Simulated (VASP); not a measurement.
# PtS2 (P-3m1) in VASP: further runs

PtS2 is run at these levels: PBEsol; tasks: single point.

Program: VASP 6.6.1. These are calculated values, not measurements. Logs are shortened: lines on timing, memory, paths and dates and some standing lists are left out, and cuts for length are marked.

## 1. The cell of the first run

It takes space group P-3m1 (No. 164, trigonal). The conventional cell has a = 3.571 Å, b = 3.571 Å, c = 4.768 Å, α = 90.00°, β = 90.00°, γ = 120.00°. Pt (site symmetry -3m) has 6 S at 2.38 Å within 3.1 Å. S (site symmetry 3m) has 3 Pt at 2.38 Å and 6 S at 3.15 to 3.16 Å within 3.2 Å.

## 2. Single point, PBEsol

INCAR reads:

```
PREC = Accurate ; ENCUT = 500
EDIFF = 1E-6 ; ISMEAR = 0
SIGMA = 0.02 ; LREAL = False
LASPH = True ; NELM = 120
ALGO = Normal ; ISIF = 2
LWAVE = False ; LCHARG = False
GGA = PS ; NBANDS = 18
GGA_COMPAT = False
```

KPOINTS reads:

```
Automatic mesh
0
Gamma
  12 12 8
```

POSCAR reads:

```
PtS2
1.0
    3.5713268724      0.0000000001      0.0000000000
   -1.7856634363      3.0928597967      0.0000000000
    0.0000000000      0.0000000000      4.7682758087
Pt S
1 2
Direct
    0.0000000000      0.0000000000      0.0000000000
    0.3333333333      0.6666666667      0.2509462045
    0.6666666667      0.3333333333      0.7490537955
```

Potentials or basis: VASP PAW PBE potentials, release 64 (Pt, S).

Launch:

```console
$ cat potpaw_PBE.64/Pt/POTCAR potpaw_PBE.64/S/POTCAR > POTCAR
$ mpirun -np 1 vasp_std > vasp.out
```

OUTCAR:

```text
PREC = Accurate
   ENCUT = 500
   EDIFF = 1E-6
   ISMEAR = 0
   LREAL = False
   LASPH = True
   NELM = 120
   ISIF = 2
   GGA = PS

 ion  position               nearest neighbor table
   1  0.000  0.000  0.000-   2 2.38   3 2.38   3 2.38   2 2.38   3 2.38   2 2.38
   2  0.333  0.667  0.251-   1 2.38   1 2.38   1 2.38
   3  0.667  0.333  0.749-   1 2.38   1 2.38   1 2.38

  LATTYP: Found a hexagonal cell.
 ALAT       =     3.5713268724
 C/A-ratio  =     1.3351552460

  Lattice vectors:

 A1 = (   3.5713268724,   0.0000000001,   0.0000000000)
 A2 = (  -1.7856634363,   3.0928597967,   0.0000000000)
 A3 = (   0.0000000000,   0.0000000000,   4.7682758087)

Analysis of symmetry for initial positions (statically):
=====================================================================
 Subroutine PRICEL returns:
 Original cell was already a primitive cell.

 Routine SETGRP: Setting up the symmetry group for a
 hexagonal supercell.

 Subroutine GETGRP returns: Found 12 space group operations
 (whereof 12 operations were pure point group operations)
 out of a pool of 24 trial point group operations.

The static configuration has the point symmetry D_3d.

Analysis of symmetry for dynamics (positions and initial velocities):
=====================================================================
 Subroutine PRICEL returns:
 Original cell was already a primitive cell.

 Routine SETGRP: Setting up the symmetry group for a
 hexagonal supercell.

 Subroutine GETGRP returns: Found 12 space group operations
 (whereof 12 operations were pure point group operations)
 out of a pool of 24 trial point group operations.

The dynamic configuration has the point symmetry D_3d.

 Subroutine INISYM returns: Found 12 space group operations
 (whereof 12 operations are pure point group operations),
 and found     1 'primitive' translations

----------------------------------------------------------------------------------------

                                     Primitive cell

  volume of cell :      52.6685

  direct lattice vectors                    reciprocal lattice vectors
     3.571326872  0.000000000  0.000000000     0.280007973  0.161662679  0.000000000
    -1.785663436  3.092859797  0.000000000    -0.000000000  0.323325358  0.000000000
     0.000000000  0.000000000  4.768275809     0.000000000  0.000000000  0.209719412

  length of vectors
     3.571326872  3.571326872  4.768275809     0.323325358  0.323325358  0.209719412

  position of ions in fractional coordinates (direct lattice)
     0.000000000  0.000000000  0.000000000
     0.333333333  0.666666667  0.250946205
     0.666666667  0.333333333  0.749053795

  ion indices of the primitive-cell ions
   primitive index   ion index
                 1           1
                 2           2
                 3           3

----------------------------------------------------------------------------------------

 KPOINTS: Automatic mesh

Automatic generation of k-mesh.
 Grid dimensions read from file:
 generate k-points for:   12   12    8

 Generating k-lattice:

  Cartesian coordinates                     Fractional coordinates (reciprocal lattice)
     0.023333998  0.013471890  0.000000000     0.083333333  0.000000000  0.000000000
    -0.000000000  0.026943780  0.000000000     0.000000000  0.083333333  0.000000000
     0.000000000  0.000000000  0.026214927     0.000000000  0.000000000  0.125000000

  Length of vectors
     0.026943780  0.026943780  0.026214927

  Shift w.r.t. Gamma in fractional coordinates (k-lattice)
     0.000000000  0.000000000  0.000000000

 Subroutine IBZKPT returns following result:
 ===========================================

 Found    131 irreducible k-points:

 Following reciprocal coordinates:
            Coordinates               Weight
  0.000000  0.000000  0.000000      1.000000
  0.083333 -0.000000  0.000000      6.000000
  0.166667 -0.000000  0.000000      6.000000
  0.250000 -0.000000  0.000000      6.000000
  0.333333  0.000000  0.000000      6.000000
  0.416667 -0.000000  0.000000      6.000000
[... 16 lines left out ...]
  0.166667 -0.000000  0.125000      6.000000
  0.000000  0.166667  0.125000      6.000000
 [... further k-points ...]
   k-points           NKPTS =    131   k-points in BZ     NKDIM =    131   number of bands    NBANDS=     18
   number of dos      NEDOS =    301   number of ions     NIONS =      3
   total plane-waves  NPLWV =  28224
   dimension x,y,z NGX =    28 NGY =   28 NGZ =   36
   dimension x,y,z NGXF=    56 NGYF=   56 NGZF=   72
   ions per type =               1   2
   NGX,Y,Z   is equivalent  to a cutoff of  13.03, 13.03, 12.55 a.u.
   NGXF,Y,Z  is equivalent  to a cutoff of  26.07, 26.07, 25.10 a.u.
 SYSTEM =  unknown system
   PREC   = accura    normal or accurate (medium, high low for compatibility)
   ISTART =      0    job   : 0-new  1-cont  2-samecut
   ICHARG =      2    charge: 1-file 2-atom 10-const
   ISPIN  =      1    spin polarized calculation?
   LNONCOLLINEAR =      F non collinear calculations
   LSORBIT =      F    spin-orbit coupling
   LASPH  =      T    aspherical Exc in radial PAW
   ENCUT  =  500.0 eV  36.75 Ry    6.06 a.u.   6.51  6.51  8.69*2*pi/ulx,y,z
   NELM   =    120;   NELMIN=  2; NELMDL= -5     # of ELM steps
   EDIFF  = 0.1E-05   stopping-criterion for ELM
   LREAL  =      F    real-space projection
   EDIFFG = 0.1E-04   stopping-criterion for IOM
   NSW    =      0    number of steps for IOM
   IBRION =     -1    ionic relax: 0-MD 1-quasi-New 2-CG
   NFREE  =      0    steps in history (QN), initial steepest desc. (CG)
   ISIF   =      2    stress and relaxation
   ISYM   =      2    0-nonsym 1-usesym 2-fastsym
   POTIM  = 0.5000    time-step for ionic-motion
   TEBEG  =    0.0;   TEEND  =   0.0 temperature during run
   PSTRESS=    0.0 pullay stress
   NELECT =      22.0000    total number of electrons
   NUPDOWN=      -1.0000    fix difference up-down
   EMIN   =  10.00;   EMAX   =-10.00  energy-range for DOS
   EFERMI =   0.00;   METHOD = LEGACY
   ISMEAR =     0;   SIGMA  =   0.02  broadening in eV -4-tet -1-fermi 0-gaus
   EFERMI_NEDOS =   21; number of points for ismear=-14 and -15
   IALGO  =     38    algorithm
   IMIX   =      4    mixing-type and parameters
     AMIX     =   0.40;   BMIX     =  1.00
     AMIX_MAG =   1.60;   BMIX_MAG =  1.00
  volume/ion in A,a.u.               =      17.56       118.47
  Fermi-wavevector in a.u.,A,eV,Ry     =   1.223767  2.312584 20.376155  1.497605
  Thomas-Fermi vector in A             =   2.358866
   LORBIT       =      0    0 simple, 1 ext, 2 COOP (PROOUT), +10 PAW based schemes
   GGA     = PS    functional components
   LHFCALC =     F    Hartree Fock is set to
   AEXX    =    0.0000 exact exchange contribution
   IVDW    =     0    specifies the selected vdW correction
   LEPSILON=     F    determine dielectric tensor
   LRPA    =     F    only Hartree local field effects (RPA)
 non-spin polarized calculation
 Gauss-broadening in eV      SIGMA  =   0.02
  energy-cutoff  :      500.00
  volume of cell :       52.67
 maximum number of plane-waves:      1385
 NGX is ok and might be reduce to    28
   NGX = 13   NGY = 13   NGZ = 17

 number of electron      22.0000001 magnetization

 Free energy of the ion-electron system (eV)
  ---------------------------------------------------
  ext. energy  EPLUGINS =         0.00000000
  ---------------------------------------------------
  free energy    TOTEN  =       -16.99775888 eV

  energy without entropy =      -16.99775888  energy(sigma->0) =      -16.99775888

 E-fermi :   7.6509     XC(G=0): -11.1096

 val. band max:        7.5559463681   @ k =   0.0000   0.0000   0.0000
 cond. band min:       7.8045636534   @ k =  -0.0000   0.3333   0.2500
 fundamental gap:      0.2486172853
 Fermi energy:         7.6508742059

 k-point     1 :       0.0000    0.0000    0.0000
  band No.  band energies     occupation
      1      -8.2796      2.00000
      2      -4.9369      2.00000
      3       0.0363      2.00000
      4       0.4754      2.00000
      5       0.4754      2.00000
      6       3.3551      2.00000
[... 10 lines left out ...]
     17      15.0023      0.00000
     18      20.0381      0.00000

 k-point     2 :       0.0833   -0.0000    0.0000
  band No.  band energies     occupation
      1      -8.1905      2.00000
      2      -4.9976      2.00000
      3       0.1328      2.00000
      4       0.5345      2.00000
      5       0.5645      2.00000
      6       3.2249      2.00000
[... 10 lines left out ...]
     17      15.2745      0.00000
     18      18.5806      0.00000

 k-point     3 :       0.1667   -0.0000    0.0000
  band No.  band energies     occupation
      1      -7.9319      2.00000
      2      -5.1588      2.00000
      3       0.4021      2.00000
      4       0.6980      2.00000
      5       0.8177      2.00000
      6       2.7815      2.00000
[... 10 lines left out ...]
     17      15.9442      0.00000
     18      17.0919      0.00000

 k-point     4 :       0.2500   -0.0000    0.0000
  band No.  band energies     occupation
      1      -7.5323      2.00000
      2      -5.3746      2.00000
      3       0.7453      2.00000
      4       0.9200      2.00000
      5       1.2018      2.00000
      6       2.0635      2.00000
[... 375 lines left out ...]
      4       0.5277      2.00000
      5       0.6919      2.00000
      6       3.1906      2.00000
[... 10 lines left out ...]
     17      15.4793      0.00000
     18      17.9498      0.00000

 k-point    23 :       0.1667   -0.0000    0.1250
  band No.  band energies     occupation
      1      -7.8663      2.00000
      2      -5.3075      2.00000
      3       0.4303      2.00000
      4       0.7305      2.00000
      5       0.9541      2.00000
      6       2.8439      2.00000
[... 10 lines left out ...]
     17      15.4470      0.00000
     18      16.7759      0.00000

 k-point    24 :       0.0000    0.1667    0.1250
  band No.  band energies     occupation
      1      -7.8748      2.00000
      2      -5.2758      2.00000
      3       0.2751      2.00000
      4       0.6736      2.00000
      5       1.1128      2.00000
      6       2.6682      2.00000
[... 10 lines left out ...]
     17      16.4040      0.00000
     18      16.6092      0.00000

 [... further k-points ...]
[... 5 lines left out ...]
  --------------------------------------------------------------------------------------
  -------------------------------------------------------------------------------------
  Total       -0.0942805     -0.0942805     -0.0340649      0.0000000     -0.0000000      0.0000000
  in kB       -2.8680150     -2.8680150     -1.0362537      0.0000000     -0.0000000      0.0000000
  external PRESSURE =      -2.2574279 kB  Pullay stress =       0.0000000 kB

 VOLUME and BASIS-vectors are now :
 -----------------------------------------------------------------------------
  energy-cutoff  :      500.00
  volume of cell :       52.67
      direct lattice vectors                 reciprocal lattice vectors
     3.571326872  0.000000000  0.000000000     0.280007973  0.161662679  0.000000000
    -1.785663436  3.092859797  0.000000000    -0.000000000  0.323325358  0.000000000
     0.000000000  0.000000000  4.768275809     0.000000000  0.000000000  0.209719412

 POSITION                                       TOTAL-FORCE (eV/Angst)
 -----------------------------------------------------------------------------------
      0.00000      0.00000      0.00000        -0.000000      0.000000      0.000000
     -0.00000      2.06191      1.19658        -0.000000      0.000000     -0.022814
      1.78566      1.03095      3.57170         0.000000     -0.000000      0.022814
 -----------------------------------------------------------------------------------
    total drift:                               -0.000000      0.000000      0.000000

  FREE ENERGIE OF THE ION-ELECTRON SYSTEM (eV)
  ---------------------------------------------------
  free  energy   TOTEN  =       -16.9977588753 eV

  energy  without entropy=      -16.9977588753  energy(sigma->0) =      -16.99775888
```

Wall time 49 s (1 thread of Intel Xeon 6975P-C (Granite Rapids), shared host); peak memory 0.25 GiB.

Results:

```
Free energy            : -16.9978 eV
Pressure               : -0.2 GPa
Largest force          : 0.023 eV/Å
Band gap on the k mesh : 0.25 eV (least direct gap 0.67 eV)
```

Forces in eV/Å, atoms in the order of the input:
```
Pt   0.000  0.000  0.000
S    0.000  0.000 -0.023
S    0.000  0.000  0.023
```

Levels at points of the mesh, in eV from the valence-band top:
```
           k point  band 7  band 8  band 9  band 10  band 11  band 12  band 13  band 14  band 15  band 16
(0.00, 0.00, 0.00)   -4.20   -2.37   -1.49    -1.49     0.00     1.47     1.47     3.77     5.03     7.45
(0.50, 0.00, 0.00)   -3.89   -3.87   -3.53    -3.44    -2.85     0.94     2.37     5.21     6.19     7.41
(0.00, 0.00, 0.50)   -4.25   -3.15   -1.91    -1.91    -1.41     2.37     2.37     5.19     6.80     6.97
(0.50, 0.00, 0.50)   -3.57   -3.56   -3.18    -3.17    -1.53     1.06     1.77     4.86     5.02     7.51
```

Caveat: the PAW data sets were made with another functional, which shifts forces and pressure a little; spin-orbit coupling is left out, which moves the levels of the heavy elements. A k mesh can miss the band edges.

## 3. Single point, PBEsol

INCAR reads:

```
SYSTEM = PtS2
PREC = Accurate
ENCUT = 500
EDIFF = 1E-6
ISMEAR = 0
SIGMA = 0.02
LREAL = .FALSE.
LASPH = .TRUE.
NELM = 120
ALGO = Normal
ISIF = 2
LWAVE = .FALSE.
LCHARG = .TRUE.
GGA = PS
LELF = .TRUE.
LVHAR = .TRUE.
NBANDS = 18
GGA_COMPAT = .FALSE.
```

KPOINTS reads:

```
Automatic mesh
0
G
  12 12 8
  0 0 0
```

POSCAR reads:

```
PtS2
1.0
    3.5713293334      0.0000000001      0.0000000000
   -1.7856646667      3.0928619280      0.0000000000
    0.0000000000      0.0000000000      4.7682513438
Pt S
1 2
Direct
    0.0000000000      0.0000000000      0.0000000000
    0.3333333333      0.6666666667      0.2509475586
    0.6666666667      0.3333333333      0.7490524414
```

Potentials or basis: VASP PAW PBE potentials, release 64 (Pt, S).

Launch:

```console
$ cat potpaw_PBE.64/Pt/POTCAR potpaw_PBE.64/S/POTCAR > POTCAR
$ mpirun -np 1 vasp_std > vasp.out
```

Wall time 46 s (1 thread of Intel Xeon 6975P-C (Granite Rapids), shared host); peak memory 0.25 GiB.

The run converged. Its results:

| Property | Result |
| --- | --- |
| Free energy | -16.9978 eV |
| Pressure | -0.2 GPa |
| Largest force | 0.023 eV/Å |
| Band gap on the k mesh | 0.25 eV (least direct gap 0.67 eV) |

Forces in eV/Å, atoms in the order of the input:
```
Pt   0.000  0.000  0.000
S    0.000  0.000 -0.023
S    0.000  0.000  0.023
```

Stress tensor (GPa, compression positive):
```
-0.29  0.00  0.00
 0.00 -0.29  0.00
 0.00  0.00 -0.10
```

Levels at points of the mesh, in eV from the valence-band top:
```csv
k point,band 7,band 8,band 9,band 10,band 11,band 12,band 13,band 14,band 15,band 16
"(0.00, 0.00, 0.00)",-4.20,-2.37,-1.49,-1.49,0.00,1.47,1.47,3.77,5.03,7.45
"(0.50, 0.00, 0.00)",-3.89,-3.87,-3.54,-3.44,-2.85,0.94,2.37,5.21,6.19,7.41
"(0.00, 0.00, 0.50)",-4.25,-3.15,-1.91,-1.91,-1.41,2.37,2.37,5.19,6.80,6.97
"(0.50, 0.00, 0.50)",-3.57,-3.56,-3.18,-3.17,-1.53,1.06,1.77,4.86,5.02,7.51
```

Caveat: the PAW data sets were made with another functional, which shifts forces and pressure a little; spin-orbit coupling is left out, which moves the levels of the heavy elements. A k mesh can miss the band edges.

## 4. Single point, PBEsol

INCAR reads:

```
SYSTEM = PtS2
PREC     = Accurate       ! precision mode
ENCUT    = 500            ! plane-wave cutoff, eV
EDIFF    = 1E-6           ! SCF threshold, eV
ISMEAR   = 0              ! smearing method
SIGMA    = 0.02           ! smearing width, eV
LREAL    = .FALSE.        ! projectors in reciprocal space
LASPH    = .TRUE.         ! aspherical terms in the spheres
NELM     = 120            ! most SCF steps
ALGO     = Normal         ! electronic algorithm
ISIF     = 2              ! what is computed and relaxed
LWAVE    = .FALSE.        ! write WAVECAR
LCHARG   = .FALSE.        ! write CHGCAR
GGA      = PS             ! functional
NBANDS   = 18             ! bands
GGA_COMPAT= .FALSE.
```

KPOINTS reads:

```
regular mesh
0
G
  12 12 8
  0 0 0
```

POSCAR reads:

```
PtS2
1.0
    3.5713268724      0.0000000001      0.0000000000
   -1.7856634363      3.0928597967      0.0000000000
    0.0000000000      0.0000000000      4.7682758087
Pt S
1 2
Direct
    0.0000000000      0.0000000000      0.0000000000
    0.3333333333      0.6666666667      0.2509462045
    0.6666666667      0.3333333333      0.7490537955
```

Launch:

```console
$ cat potpaw_PBE.64/Pt/POTCAR potpaw_PBE.64/S/POTCAR > POTCAR
$ mpirun -np 1 vasp_std > vasp.out
```

Run time: 49 s. Hardware: 1 thread of Intel Xeon 6975P-C (Granite Rapids), shared host; peak memory 0.25 GiB.

The run converged. Its results:

```
Free energy            : -16.9978 eV
Pressure               : -0.2 GPa
Largest force          : 0.023 eV/Å
Band gap on the k mesh : 0.25 eV (least direct gap 0.67 eV)
```

Forces on the atoms (eV/Å):
```
Pt   0.000  0.000  0.000
S    0.000  0.000 -0.023
S    0.000  0.000  0.023
```

Stress tensor (GPa, compression positive):
```
-0.29  0.00  0.00
 0.00 -0.29  0.00
 0.00  0.00 -0.10
```

Levels at points of the mesh, in eV from the valence-band top:
```tsv
k point	band 9	band 10	band 11	band 12	band 13	band 14
(0.00, 0.00, 0.00)	-1.49	-1.49	0.00	1.47	1.47	3.77
(0.50, 0.00, 0.00)	-3.53	-3.44	-2.85	0.94	2.37	5.21
(0.00, 0.00, 0.50)	-1.91	-1.91	-1.41	2.37	2.37	5.19
(0.50, 0.00, 0.50)	-3.18	-3.17	-1.53	1.06	1.77	4.86
```

Caveat: the PAW data sets were made with another functional, which shifts forces and pressure a little; spin-orbit coupling is left out, which moves the levels of the heavy elements. A k mesh can miss the band edges.
